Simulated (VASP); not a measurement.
Here is a VASP 6.6.1 calculation.

File INCAR:

```
ALGO = Normal
EDIFF = 1E-6
ENCUT = 520
GGA = PS
ISIF = 2
ISMEAR = 0
ISPIN = 2
LASPH = True
LCHARG = True
LDAU = True
LDAUJ = 0 0
LDAUL = 2 -1
LDAUPRINT = 1
LDAUTYPE = 2
LDAUU = 4 0
LELF = True
LMAXMIX = 4
LORBIT = 11
LREAL = False
LVHAR = True
LWAVE = False
MAGMOM = 2.5 0
NBANDS = 21
NELM = 150
PREC = Accurate
SIGMA = 0.05
```

The input KPOINTS:

```
k-points
0
Gamma
  14 14 14
```

Contents of POSCAR:

```
WS
1.0
    0.0000000000      2.4499136187      2.4499136187
    2.4499136187      0.0000000000      2.4499136187
    2.4499136187      2.4499136187      0.0000000000
W S
1 1
Direct
    0.0000000000      0.0000000000      0.0000000000
    0.5000000000      0.5000000000      0.5000000000
```

Potentials or basis: VASP PAW PBE potentials, release 64 (W_sv, S).

Run with:

```bash
$ cat potpaw_PBE.64/W_sv/POTCAR potpaw_PBE.64/S/POTCAR > POTCAR
$ mpirun -np 1 vasp_std > vasp.out
```

Predict the net moment.

2.49 μB per cell.

Predict the site moments.

W +2.13; S +0.01 μB.

What does it give for the pressure?

25.2 GPa.

Eigenvalues of the final occupation matrices:
```
    site  spin  trace               eigenvalues
site 1 d     1   2.87  0.33 0.33 0.74 0.74 0.74
site 1 d     2   0.80  0.15 0.15 0.15 0.17 0.17
```

Caveat: the cell stands under pressure; the PAW data sets were made with another functional, which shifts forces and pressure a little; spin-orbit coupling is left out, which moves the levels of the heavy elements.
